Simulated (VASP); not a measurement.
Write the native input for VASP 6.6.1 that does the following.

```yaml
Task: single point
Functional: PBE
Potentials_or_basis: VASP PAW PBE potentials, release 64 (B, N)
Cutoff: 520 eV
k_mesh: 12 × 12 × 12
Occupations: gaussian, width 0.05 eV
Spin: no spin polarisation
Dipole_correction: no
Further_INCAR_settings: ALGO = Normal; EDIFF = 1e-06; NBANDS = 11
```

The structure of BN lies in POSCAR:

```
BN
1.0
   -0.2038943003      1.9075444542      1.8123937807
    1.8123937807     -0.2038943003      1.8123937807
    1.6084994804      1.7036501539      0.0000000000
B N
1 1
Direct
    0.0000000000      0.0000000000      0.0000000000
    0.7500000000      0.7500000000      0.7500000000
```

This cell differs from its parent crystal: engineering shear strain xz -0.2250, normal strain along z +0.0525.

One way to write it, as run:

INCAR

```
SYSTEM = BN
  PREC = Accurate
  ENCUT = 520
  EDIFF = 1E-6
  ISMEAR = 0
  SIGMA = 0.05
  LREAL = .FALSE.
  LASPH = .TRUE.
  NELM = 80
  ALGO = Normal
  ISIF = 2
  LWAVE = .FALSE.
  LCHARG = .FALSE.
  GGA = PE
  NBANDS = 11
```

KPOINTS

```
regular mesh
0
G
  12 12 12
  0 0 0
```

Potentials or basis: VASP PAW PBE potentials, release 64 (B, N).

Launch:

```bash
$ cat potpaw_PBE.64/B/POTCAR potpaw_PBE.64/N/POTCAR > POTCAR
$ mpirun -np 1 vasp_std > vasp.out
```

Results of the run:

- Pressure: 2.9 GPa
- Band gap on the k mesh: 2.01 eV, indirect (least direct gap 4.53 eV)

Caveat: the cell differs from its parent crystal (engineering shear strain xz -0.2250, normal strain along z +0.0525).

It took 94 s on 1 thread of AMD EPYC 7R13, with other jobs on the host, peak memory 0.14 GiB.
